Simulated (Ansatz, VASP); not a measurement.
## One calculation of KBr, two programs

File INCAR:

```
PREC = Accurate
ENCUT = 520
EDIFF = 1E-7
ISMEAR = 0
SIGMA = 0.01
LREAL = F
LASPH = T
NELM = 60
ALGO = Normal
ISIF = 2
LWAVE = F
LCHARG = F
GGA = PE
NBANDS = 24
```

Contents of KPOINTS:

```
regular mesh
0
Gamma
  6 6 4
```

Contents of POSCAR:

```
KBr
1.0
    5.6185814693      0.0000000000      0.0000000000
   -2.8092907347      4.8658342857      0.0000000000
    0.0000000000      0.0000000000      6.5538301001
K Br
2 2
Direct
    0.3333333333      0.6666666667     -0.0625000000
    0.6666666667      0.3333333333      0.4375000000
    0.3333333333      0.6666666667      0.4375000000
    0.6666666667      0.3333333333      0.9375000000
```

Input for Ansatz:

```yaml
crystal:
  lattice:
    - [5.6185814693, 0.0, 0.0]
    - [-2.8092907347, 4.8658342857, 0.0]
    - [0.0, 0.0, 6.5538301001]
  atoms:
    - { symbol: K, position: [0.3333333333, 0.6666666667, -0.0625] }
    - { symbol: K, position: [0.6666666667, 0.3333333333, 0.4375] }
    - { symbol: Br, position: [0.3333333333, 0.6666666667, 0.4375] }
    - { symbol: Br, position: [0.6666666667, 0.3333333333, 0.9375] }
kpoints:
  mp_grid: { grid: [6, 6, 4] }
  band_path:
    path:
      - [0.0, 0.0, 0.0]
      - [0.5, 0.0, 0.0]
      - [0.3333333333, 0.3333333333, 0.0]
      - [0.0, 0.0, 0.5]
      - [0.5, 0.0, 0.5]
      - [0.3333333333, 0.3333333333, 0.5]
    npoints: 1
hamiltonian:
  xc: pbe
scf:
  occupations: { method: fixed }
  n_extra_bands: 5
output:
  forces: true
  stress: true
  eigenvalues: true
```

Alike in both runs: task single point; functional PBE; k mesh 6 × 6 × 4; no spin polarisation.

|  | VASP | Ansatz |
| --- | --- | --- |
| version | VASP 6.6.1 | Ansatz 0.2.0 |
| potentials or method | VASP PAW PBE potentials, release 64 (K_sv, Br) | plane waves, PAW |
| plane-wave cutoff (eV) | 520 | 420 |
| occupations | gaussian, width 0.01 eV | fixed |
| valence electrons in the cell | 32 | 32 |

|  | VASP | Ansatz | Ansatz less VASP |
| --- | --- | --- | --- |
| gap on the k mesh at the Fermi level (eV) | 4.19 | 4.19 | +0.001 |
| pressure (GPa) | 0.4 | 0.4 | -0.03 |
| traceless stress, the component that is largest in VASP (GPa) | 0.10 | 0.10 | -0.006 |
